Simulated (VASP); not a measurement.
## GaCo: single point with PBEsol

GaCo:

```
CELL_PARAMETERS angstrom
2.71310 0.00000 0.00000
0.00000 2.71310 0.00000
0.00000 0.00000 3.25572
ATOMIC_POSITIONS crystal
Ga 0.50000 0.50000 0.50000
Co 0.00000 0.00000 0.00000
```

This cell differs from its parent crystal: ratio of the length along z to the lengths across it x 1.2, volume and fractional coordinates fixed.

```yaml
Program: VASP 6.6.1
Task: single point
Functional: PBEsol
Potentials_or_basis: VASP PAW PBE potentials, release 64 (Ga_d, Co)
Cutoff: 520 eV
k_mesh: 18 × 18 × 18
Occupations: gaussian, width 0.15 eV
Spin: no spin polarisation
```

```json
{"Pressure": "-6.8 GPa", "Band gap on the k mesh": "zero (band 11 reaches 11.07 eV, above the bottom of band 12 at 8.88 eV)"}
```

Stress tensor (GPa, compression positive):
```
 -4.22   0.00   0.00
  0.00  -4.22   0.00
  0.00   0.00 -12.01
```

Levels at points of the mesh, in eV from the Fermi level:
```tsv
k point	band 7	band 8	band 9	band 10	band 11	band 12	band 13	band 14	band 15	band 16
(0.00, 0.00, 0.00)	-2.39	-2.28	-0.48	-0.48	-0.07	1.66	7.67	7.67	8.05	12.74
(0.50, 0.00, 0.00)	-6.39	-2.27	-1.97	-0.99	-0.44	0.89	8.67	9.42	9.51	12.69
(0.50, 0.50, 0.00)	-2.05	-2.05	-1.73	-1.31	-1.31	0.40	3.08	4.64	9.41	12.81
(0.00, 0.00, 0.50)	-6.94	-2.22	-1.03	-1.03	-0.56	-0.08	11.50	11.50	12.71	14.42
(0.50, 0.00, 0.50)	-3.67	-2.61	-2.35	-0.75	-0.59	-0.24	2.12	3.18	13.57	16.82
(0.50, 0.50, 0.50)	-3.71	-3.66	-0.22	0.41	1.16	4.24	4.30	4.30	4.31	4.31
```

Run time: 5 min on 1 thread of Intel(R) Xeon(R) Platinum 8259CL CPU @ 2.50GHz (Skylake/Cascade Lake) (shared host), peak memory 0.34 GiB.

Caveat: the PAW data sets were made with another functional, which shifts forces and pressure a little. Spin polarisation is off, so any magnetic state and its effect on volume and gap are missing.
